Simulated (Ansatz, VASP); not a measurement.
# One calculation of Ca2B5, two programs

```
Ca B
1.0
     5.66777    0.00000    0.00000
    -2.83388    4.90843    0.00000
     0.00000    0.00000    4.96333
Ca B
2 5
Direct
  0.33333 0.66667 0.00000
  0.66667 0.33333 0.00000
  0.50000 0.00000 0.50000
  0.00000 0.50000 0.50000
  0.50000 0.50000 0.50000
  0.33333 0.66667 0.50000
  0.66667 0.33333 0.50000
```

Alike in both runs: functional PBE; k mesh 9 × 9 × 8; occupations gaussian, width 0.1 eV; no spin polarisation.

Ansatz relaxed the structure, and its values are those at the end. VASP's run is a single point on that final structure, the one shown.

```csv
,VASP,Ansatz
version,VASP 6.6.1,Ansatz 0.2.0
potentials or method,"VASP PAW PBE potentials, release 64 (Ca_sv, B), cutoff 520 eV","scalar-relativistic, plane waves, PAW"
valence electrons in the cell,35,35
```

|  | VASP | Ansatz | Ansatz less VASP |
| --- | --- | --- | --- |
| gap on the k mesh at the Fermi level (eV) | none | none | - |
| pressure (GPa) | 0.1 | 0.0 | -0.07 |

A gap of «none» marks a metal or a gap that the smearing closes. With one functional, cell and mesh, what is left measures potentials, basis and numerics.
